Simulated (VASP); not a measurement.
# Lu (Fm-3m) in VASP: further runs

Lu is run at these levels: r2SCAN; tasks: single point.

Program: VASP 6.6.1. These are calculated values, not measurements. Logs are shortened: lines on timing, memory, paths and dates and some standing lists are left out, and cuts for length are marked.

## (1) The cell of the first run

Symmetry: Fm-3m, No. 225, cubic system. Conventional cell: a = 4.792 Å, b = 4.792 Å, c = 4.792 Å, α = 90.00°, β = 90.00°, γ = 90.00°. Lu (site symmetry m-3m) has 12 Lu at 3.39 Å within 4.5 Å.

This isn't the form of Lu at room conditions, which is hcp.

## (2) Single point, r2SCAN

File POSCAR:

```
Lu
1.0
    0.0000000000      2.3961050523      2.3961050523
    2.3961050523      0.0000000000      2.3961050523
    2.3961050523      2.3961050523      0.0000000000
Lu
1
Direct
    0.0000000000      0.0000000000      0.0000000000
```

File INCAR.step1:

```
SYSTEM = Lu
ALGO = Normal
EDIFF = 1E-4
ENCUT = 520
GGA = PE
ISMEAR = -1
LASPH = .TRUE.
LCHARG = .FALSE.
LREAL = .FALSE.
LWAVE = .TRUE.
NBANDS = 18
NELM = 80
PREC = Accurate
SIGMA = 0.1
```

File INCAR.step2:

```
SYSTEM = Lu
ALGO = Normal
EDIFF = 1E-6
ENCUT = 520
ISIF = 2
ISMEAR = -1
ISTART = 1
LASPH = .TRUE.
LCHARG = .FALSE.
LMIXTAU = .TRUE.
LREAL = .FALSE.
LWAVE = .FALSE.
METAGGA = R2SCAN
NBANDS = 18
NELM = 80
PREC = Accurate
SIGMA = 0.1
```

File KPOINTS:

```
k-points
0
G
  12 12 12
  0 0 0
```

Potentials or basis: VASP PAW PBE potentials, release 64 (Lu).

Command:

```
$ cat potpaw_PBE.64/Lu/POTCAR > POTCAR
$ cp INCAR.step1 INCAR
$ mpirun -np 1 vasp_std > vasp.out
$ cp INCAR.step2 INCAR
$ mpirun -np 1 vasp_std > vasp.out
```

OUTCAR:

```text
SYSTEM = Lu
   EDIFF = 1E-6
   ENCUT = 520
   ISIF = 2
   ISMEAR = -1
   ISTART = 1
   LASPH = .TRUE.
   LREAL = .FALSE.
   METAGGA = R2SCAN
   NELM = 80
   PREC = Accurate

 ion  position               nearest neighbor table
   1  0.000  0.000  0.000-

  LATTYP: Found a face centered cubic cell.
 ALAT       =     4.7922101046

  Lattice vectors:

 A1 = (   0.0000000000,   2.3961050523,   2.3961050523)
 A2 = (   2.3961050523,   0.0000000000,   2.3961050523)
 A3 = (   2.3961050523,   2.3961050523,   0.0000000000)

Analysis of symmetry for initial positions (statically):
=====================================================================
 Subroutine PRICEL returns:
 Original cell was already a primitive cell.

 Routine SETGRP: Setting up the symmetry group for a
 face centered cubic supercell.

 Subroutine GETGRP returns: Found 48 space group operations
 (whereof 48 operations were pure point group operations)
 out of a pool of 48 trial point group operations.

The static configuration has the point symmetry O_h .

Analysis of symmetry for dynamics (positions and initial velocities):
=====================================================================
 Subroutine PRICEL returns:
 Original cell was already a primitive cell.

 Routine SETGRP: Setting up the symmetry group for a
 face centered cubic supercell.

 Subroutine GETGRP returns: Found 48 space group operations
 (whereof 48 operations were pure point group operations)
 out of a pool of 48 trial point group operations.

The dynamic configuration has the point symmetry O_h .

 Subroutine INISYM returns: Found 48 space group operations
 (whereof 48 operations are pure point group operations),
 and found     1 'primitive' translations

----------------------------------------------------------------------------------------

                                     Primitive cell

  volume of cell :      27.5136

  direct lattice vectors                    reciprocal lattice vectors
     0.000000000  2.396105052  2.396105052    -0.208671986  0.208671986  0.208671986
     2.396105052  0.000000000  2.396105052     0.208671986 -0.208671986  0.208671986
     2.396105052  2.396105052  0.000000000     0.208671986  0.208671986 -0.208671986

  length of vectors
     3.388604262  3.388604262  3.388604262     0.361430482  0.361430482  0.361430482

  position of ions in fractional coordinates (direct lattice)
     0.000000000  0.000000000  0.000000000

  ion indices of the primitive-cell ions
   primitive index   ion index
                 1           1

----------------------------------------------------------------------------------------

 KPOINTS: k-points

Automatic generation of k-mesh.
 Grid dimensions read from file:
 generate k-points for:   12   12   12

 Generating k-lattice:

  Cartesian coordinates                     Fractional coordinates (reciprocal lattice)
    -0.017389332  0.017389332  0.017389332     0.083333333  0.000000000  0.000000000
     0.017389332 -0.017389332  0.017389332     0.000000000  0.083333333  0.000000000
     0.017389332  0.017389332 -0.017389332     0.000000000  0.000000000  0.083333333

  Length of vectors
     0.030119207  0.030119207  0.030119207

  Shift w.r.t. Gamma in fractional coordinates (k-lattice)
     0.000000000  0.000000000  0.000000000

 Subroutine IBZKPT returns following result:
 ===========================================

 Found     72 irreducible k-points:

 Following reciprocal coordinates:
            Coordinates               Weight
  0.000000  0.000000  0.000000      1.000000
  0.083333  0.000000  0.000000      8.000000
  0.166667  0.000000  0.000000      8.000000
  0.250000  0.000000  0.000000      8.000000
  0.333333  0.000000  0.000000      8.000000
  0.416667  0.000000  0.000000      8.000000
[... 16 lines left out ...]
  0.500000  0.166667  0.000000     24.000000
 -0.416667  0.166667  0.000000     24.000000
 [... further k-points ...]
   k-points           NKPTS =     72   k-points in BZ     NKDIM =     72   number of bands    NBANDS=     18
   number of dos      NEDOS =    301   number of ions     NIONS =      1
   total plane-waves  NPLWV =  21952
   dimension x,y,z NGX =    28 NGY =   28 NGZ =   28
   dimension x,y,z NGXF=    56 NGYF=   56 NGZF=   56
   ions per type =               1
   NGX,Y,Z   is equivalent  to a cutoff of  13.74, 13.74, 13.74 a.u.
   NGXF,Y,Z  is equivalent  to a cutoff of  27.47, 27.47, 27.47 a.u.
 SYSTEM =  Lu
   PREC   = accura    normal or accurate (medium, high low for compatibility)
   ISTART =      1    job   : 0-new  1-cont  2-samecut
   ICHARG =      0    charge: 1-file 2-atom 10-const
   ISPIN  =      1    spin polarized calculation?
   LNONCOLLINEAR =      F non collinear calculations
   LSORBIT =      F    spin-orbit coupling
   LASPH  =      T    aspherical Exc in radial PAW
   ENCUT  =  520.0 eV  38.22 Ry    6.18 a.u.   6.30  6.30  6.30*2*pi/ulx,y,z
   NELM   =     80;   NELMIN=  2; NELMDL=  0     # of ELM steps
[... 86 lines left out ...]
      6      -2.6627      2.00000
[... 10 lines left out ...]
     17       7.4000      0.00000
     18      14.3600      0.00000

 k-point     4 :       0.2500    0.0000    0.0000
  band No.  band energies     occupation
      1     -55.3198      2.00000
      2     -25.3816      2.00000
      3     -25.1048      2.00000
      4     -25.1048      2.00000
      5      -2.6533      2.00000
      6      -2.6179      2.00000
[... 10 lines left out ...]
     17       7.6301      0.00000
     18      13.2806      0.00000

 k-point     5 :       0.3333    0.0000    0.0000
  band No.  band energies     occupation
      1     -55.3094      2.00000
      2     -25.5334      2.00000
      3     -25.1249      2.00000
      4     -25.1249      2.00000
      5      -2.6550      2.00000
      6      -2.6035      2.00000
[... 10 lines left out ...]
     17       8.3588      0.00000
     18      12.4120      0.00000

 k-point     6 :       0.4167    0.0000    0.0000
  band No.  band energies     occupation
      1     -55.3017      2.00000
      2     -25.6419      2.00000
      3     -25.1396      2.00000
      4     -25.1396      2.00000
      5      -2.6597      2.00000
      6      -2.6163      2.00000
[... 10 lines left out ...]
     17       9.1923      0.00000
     18      11.9250      0.00000

 k-point     7 :       0.5000    0.0000    0.0000
  band No.  band energies     occupation
      1     -55.2989      2.00000
      2     -25.6811      2.00000
      3     -25.1450      2.00000
      4     -25.1449      2.00000
      5      -2.6617      2.00000
      6      -2.6212      2.00000
[... 10 lines left out ...]
     17       9.5868      0.00000
     18      11.8047      0.00000

 k-point     8 :       0.0833    0.0833    0.0000
  band No.  band energies     occupation
      1     -55.3368      2.00000
      2     -25.1071      2.00000
      3     -25.0792      2.00000
      4     -25.0792      2.00000
      5      -3.7746      2.00000
      6      -2.6726      2.00000
[... 10 lines left out ...]
     17       7.8111      0.00000
     18      14.0103      0.00000
[... 229 lines left out ...]
     17       8.1181      0.00000
     18      15.7434      0.00000

 k-point    20 :       0.2500    0.1667    0.0000
  band No.  band energies     occupation
      1     -55.3189      2.00000
      2     -25.3210      2.00000
      3     -25.1453      2.00000
      4     -25.1417      2.00000
      5      -2.6411      2.00000
      6      -2.6180      2.00000
[... 10 lines left out ...]
     17       8.3570      0.00000
     18      15.4712      0.00000

 k-point    21 :       0.3333    0.1667    0.0000
  band No.  band energies     occupation
      1     -55.3094      2.00000
      2     -25.4460      2.00000
      3     -25.1700      2.00000
      4     -25.1673      2.00000
      5      -2.6347      2.00000
      6      -2.6095      2.00000
[... 10 lines left out ...]
     17       8.8672      0.00000
     18      14.1583      0.00000

 k-point    22 :       0.4167    0.1667    0.0000
  band No.  band energies     occupation
      1     -55.3009      2.00000
      2     -25.5543      2.00000
      3     -25.2049      2.00000
      4     -25.1800      2.00000
      5      -2.6390      2.00000
      6      -2.6100      2.00000
[... 10 lines left out ...]
     17       9.4996      0.00000
     18      12.5950      0.00000

 k-point    23 :       0.5000    0.1667    0.0000
  band No.  band energies     occupation
      1     -55.2955      2.00000
      2     -25.6182      2.00000
      3     -25.2376      2.00000
      4     -25.1800      2.00000
      5      -2.6430      2.00000
      6      -2.6219      2.00000
[... 10 lines left out ...]
     17       9.6677      0.00000
     18      11.3823      0.00000

 k-point    24 :      -0.4167    0.1667    0.0000
  band No.  band energies     occupation
      1     -55.2948      2.00000
      2     -25.6234      2.00000
      3     -25.2579      2.00000
      4     -25.1673      2.00000
      5      -2.6440      2.00000
      6      -2.6272      2.00000
[... 10 lines left out ...]
     17       9.9737      0.00000
     18      11.4394      0.00000

 [... further k-points ...]

------------------------ aborting loop because EDIFF is reached ----------------------------------------

  FORCE on cell =-STRESS in cart. coord.  units (eV):
  Direction    XX          YY          ZZ          XY          YZ          ZX
  --------------------------------------------------------------------------------------
  -------------------------------------------------------------------------------------
  Total        0.5205287      0.5205287      0.5205287      0.0000000      0.0000000     -0.0000000
  in kB       30.3115165     30.3115165     30.3115165      0.0000000      0.0000000     -0.0000000
  external PRESSURE =      30.3115165 kB  Pullay stress =       0.0000000 kB

 VOLUME and BASIS-vectors are now :
 -----------------------------------------------------------------------------
  energy-cutoff  :      520.00
  volume of cell :       27.51
      direct lattice vectors                 reciprocal lattice vectors
     0.000000000  2.396105052  2.396105052    -0.208671986  0.208671986  0.208671986
     2.396105052  0.000000000  2.396105052     0.208671986 -0.208671986  0.208671986
     2.396105052  2.396105052  0.000000000     0.208671986  0.208671986 -0.208671986

 POSITION                                       TOTAL-FORCE (eV/Angst)
 -----------------------------------------------------------------------------------
      0.00000      0.00000      0.00000         0.000000      0.000000      0.000000
 -----------------------------------------------------------------------------------
    total drift:                               -0.000000     -0.000000     -0.000000

  FREE ENERGIE OF THE ION-ELECTRON SYSTEM (eV)
  ---------------------------------------------------
  free  energy   TOTEN  =       -38.0061902013 eV

  energy  without entropy=      -37.9593424899  energy(sigma->0) =      -37.98276635
```

Run time: 76 s. Hardware: 1 thread of Intel Xeon 6975P-C (Granite Rapids), shared host; peak memory 0.2 GiB.

Results:

| Property | Result |
| --- | --- |
| Free energy | -38.0062 eV |
| Pressure | 3.0 GPa |
| Band gap on the k mesh | zero (an odd number of electrons rules out a gap without spin polarisation) |

Caveat: the cell stands under pressure; the PAW data sets were made with another functional, which shifts forces and pressure a little; spin-orbit coupling is left out, which moves the levels of the heavy elements.

## (3) Single point, r2SCAN

POSCAR is that of step 2.

File INCAR.step1:

```
PREC = Accurate ; ENCUT = 520
ISMEAR = -1 ; SIGMA = 0.1
LREAL = False ; LASPH = True
NELM = 100 ; NBANDS = 18
GGA = PE ; ALGO = Normal
EDIFF = 1E-4 ; LWAVE = True
LCHARG = False
```

File INCAR.step2:

```
PREC = Accurate ; ENCUT = 520
EDIFF = 1E-7 ; ISMEAR = -1
SIGMA = 0.1 ; LREAL = False
LASPH = True ; NELM = 100
ALGO = Normal ; ISIF = 2
LWAVE = False ; LCHARG = False
METAGGA = R2SCAN ; LMIXTAU = True
NBANDS = 18 ; ISTART = 1
```

File KPOINTS:

```
regular mesh
0
Gamma
  12 12 12
```

Potentials or basis: VASP PAW PBE potentials, release 64 (Lu).

Command:

```
$ cat potpaw_PBE.64/Lu/POTCAR > POTCAR
$ cp INCAR.step1 INCAR
$ mpirun -np 1 vasp_std > vasp.out
$ cp INCAR.step2 INCAR
$ mpirun -np 1 vasp_std > vasp.out
```

Wall time 86 s (1 thread of Intel Xeon 6975P-C (Granite Rapids), shared host); peak memory 0.19 GiB.

Results (log left out):

```
Free energy            : -38.0062 eV
Pressure               : 3.0 GPa
Band gap on the k mesh : zero (an odd number of electrons rules out a gap without spin polarisation)
```

Levels at points of the mesh, in eV from the Fermi level:
| k point | band 8 | band 9 | band 10 | band 11 | band 12 | band 13 | band 14 | band 15 | band 16 | band 17 |
| --- | --- | --- | --- | --- | --- | --- | --- | --- | --- | --- |
| (0.00, 0.00, 0.00) | -5.07 | -5.07 | -4.98 | -4.98 | -4.98 | 2.58 | 2.58 | 2.58 | 5.25 | 5.25 |
| (0.50, 0.00, 0.00) | -5.02 | -5.00 | -5.00 | -4.97 | -2.71 | 0.32 | 2.33 | 2.33 | 7.14 | 7.14 |
| (0.50, 0.50, 0.00) | -5.04 | -5.01 | -5.01 | -5.00 | -2.23 | -0.90 | 2.14 | 7.19 | 7.69 | 7.69 |

Caveat: the cell stands under pressure; the PAW data sets were made with another functional, which shifts forces and pressure a little; spin-orbit coupling is left out, which moves the levels of the heavy elements.

## (4) Single point, r2SCAN

This run uses another cell than the first one, of 28.38 Å³/atom.

File POSCAR:

```
Lu
1.0
    0.0000000000      2.4210662763      2.4210662763
    2.4210662763      0.0000000000      2.4210662763
    2.4210662763      2.4210662763      0.0000000000
Lu
1
Direct
    0.0000000000      0.0000000000      0.0000000000
```

File INCAR.step1:

```
ALGO = Normal
EDIFF = 1E-4
ENCUT = 520
GGA = PE
ISMEAR = -1
LASPH = True
LCHARG = False
LREAL = False
LWAVE = True
NBANDS = 18
NELM = 80
PREC = Accurate
SIGMA = 0.1
```

File INCAR.step2:

```
ALGO = Normal
EDIFF = 1E-6
ENCUT = 520
ISIF = 2
ISMEAR = -1
ISTART = 1
LASPH = True
LCHARG = True
LELF = True
LMIXTAU = True
LREAL = False
LVHAR = True
LWAVE = False
METAGGA = R2SCAN
NBANDS = 18
NELM = 80
PREC = Accurate
SIGMA = 0.1
```

File KPOINTS:

```
k-points
0
Gamma
  12 12 12
```

Command:

```
$ cat potpaw_PBE.64/Lu/POTCAR > POTCAR
$ cp INCAR.step1 INCAR
$ mpirun -np 1 vasp_std > vasp.out
$ cp INCAR.step2 INCAR
$ mpirun -np 1 vasp_std > vasp.out
```

Wall time 77 s (1 thread of Intel Xeon 6975P-C (Granite Rapids), shared host); peak memory 0.2 GiB.

It converged, with:

```
Free energy            : -38.0200 eV
Pressure               : 1.6 GPa
Band gap on the k mesh : zero (an odd number of electrons rules out a gap without spin polarisation)
```

Levels at points of the mesh, in eV from the Fermi level:
```tsv
k point	band 10	band 11	band 12	band 13	band 14	band 15
(0.00, 0.00, 0.00)	-5.03	-5.03	-5.03	2.55	2.55	2.55
(0.50, 0.00, 0.00)	-5.05	-5.03	-2.65	0.23	2.31	2.31
(0.50, 0.50, 0.00)	-5.07	-5.06	-2.14	-0.83	1.99	6.99
```

Caveat: the PAW data sets were made with another functional, which shifts forces and pressure a little; spin-orbit coupling is left out, which moves the levels of the heavy elements.

## (5) Single point, r2SCAN

This run uses another cell than the first one, of 28.38 Å³/atom.

POSCAR is that of step 4.

File INCAR.step1:

```
SYSTEM = Lu
PREC = Accurate
ENCUT = 520
ISMEAR = -1
SIGMA = 0.1
LREAL = .False.
LASPH = .True.
NELM = 60
NBANDS = 18
GGA = PE
ALGO = Normal
EDIFF = 1E-4
LWAVE = .True.
LCHARG = .False.
```

File INCAR.step2:

```
SYSTEM = Lu
PREC = Accurate
ENCUT = 520
EDIFF = 1E-6
ISMEAR = -1
SIGMA = 0.1
LREAL = .False.
LASPH = .True.
NELM = 60
ALGO = Normal
ISIF = 2
LWAVE = .False.
LCHARG = .False.
METAGGA = R2SCAN
LMIXTAU = .True.
NBANDS = 18
ISTART = 1
```

File KPOINTS:

```
Automatic mesh
0
Gamma
  12 12 12
  0 0 0
```

Command:

```
$ cat potpaw_PBE.64/Lu/POTCAR > POTCAR
$ cp INCAR.step1 INCAR
$ mpirun -np 1 vasp_std > vasp.out
$ cp INCAR.step2 INCAR
$ mpirun -np 1 vasp_std > vasp.out
```

It took 76 s on 1 thread of Intel Xeon 6975P-C (Granite Rapids), shared host; peak memory 0.2 GiB.

It converged, with:

```
Free energy            : -38.0200 eV
Pressure               : 1.6 GPa
Band gap on the k mesh : zero (an odd number of electrons rules out a gap without spin polarisation)
```

Levels at points of the mesh, in eV from the Fermi level:
```csv
k point,band 8,band 9,band 10,band 11,band 12,band 13,band 14,band 15,band 16,band 17
"(0.00, 0.00, 0.00)",-5.12,-5.12,-5.03,-5.03,-5.03,2.55,2.55,2.55,5.13,5.13
"(0.50, 0.00, 0.00)",-5.08,-5.05,-5.05,-5.03,-2.65,0.23,2.31,2.31,6.95,6.95
"(0.50, 0.50, 0.00)",-5.09,-5.07,-5.07,-5.06,-2.14,-0.83,1.99,6.99,7.47,7.47
```

Caveat: the PAW data sets were made with another functional, which shifts forces and pressure a little; spin-orbit coupling is left out, which moves the levels of the heavy elements.

## (6) Single point, r2SCAN

This run uses another cell than the first one, of 29.25 Å³/atom.

File POSCAR:

```
Lu
1.0
    0.0000000000      2.4455231465      2.4455231465
    2.4455231465      0.0000000000      2.4455231465
    2.4455231465      2.4455231465      0.0000000000
Lu
1
Direct
    0.0000000000      0.0000000000      0.0000000000
```

File INCAR.step1:

```
PREC = Accurate ; ENCUT = 520
ISMEAR = -1 ; SIGMA = 0.1
LREAL = F ; LASPH = T
NELM = 100 ; NBANDS = 18
GGA = PE ; ALGO = Normal
EDIFF = 1E-4 ; LWAVE = T
LCHARG = F
```

File INCAR.step2:

```
PREC = Accurate ; ENCUT = 520
EDIFF = 1E-6 ; ISMEAR = -1
SIGMA = 0.1 ; LREAL = F
LASPH = T ; NELM = 100
ALGO = Normal ; ISIF = 2
LWAVE = F ; LCHARG = F
METAGGA = R2SCAN ; LMIXTAU = T
NBANDS = 18 ; ISTART = 1
```

File KPOINTS:

```
Automatic mesh
0
Gamma
  12 12 12
```

Potentials or basis: VASP PAW PBE potentials, release 64 (Lu).

Command:

```
$ cat potpaw_PBE.64/Lu/POTCAR > POTCAR
$ cp INCAR.step1 INCAR
$ mpirun -np 1 vasp_std > vasp.out
$ cp INCAR.step2 INCAR
$ mpirun -np 1 vasp_std > vasp.out
```

It took 76 s on 1 thread of Intel Xeon 6975P-C (Granite Rapids), shared host; peak memory 0.2 GiB.

Results (log left out):

```yaml
Free_energy: -38.0260 eV
Pressure: 0.2 GPa
Band_gap_on_the_k_mesh: zero (an odd number of electrons rules out a gap without spin polarisation)
```

Levels at points of the mesh, in eV from the Fermi level:
```csv
k point,band 10,band 11,band 12,band 13,band 14,band 15
"(0.00, 0.00, 0.00)",-5.09,-5.09,-5.09,2.52,2.52,2.52
"(0.50, 0.00, 0.00)",-5.11,-5.09,-2.60,0.14,2.29,2.29
"(0.50, 0.50, 0.00)",-5.12,-5.12,-2.05,-0.76,1.85,6.81
```

Caveat: the PAW data sets were made with another functional, which shifts forces and pressure a little; spin-orbit coupling is left out, which moves the levels of the heavy elements.

## (7) Summary

| cell | gap on the mesh (eV) | pressure (GPa) |
| --- | --- | --- |
| a = 3.389 Å, angles 60.0°, 1 atom | none | 3.0 |
| a = 3.424 Å, angles 60.0°, 1 atom | none | 1.6 |
| a = 3.458 Å, angles 60.0°, 1 atom | none | 0.2 |

Alike in all rows: task single point; level r2SCAN; potentials or basis VASP PAW PBE potentials, release 64 (Lu); no spin polarisation; k mesh 12 × 12 × 12; cutoff (eV) 520; smearing fermi-dirac 0.1 eV.

Caveats: the PAW data sets were made with another functional, which shifts forces and pressure a little; spin-orbit coupling is left out, which moves the levels of the heavy elements; the cell stands under pressure (at least some runs).

Absolute energies hang on the potentials; compare differences alone.
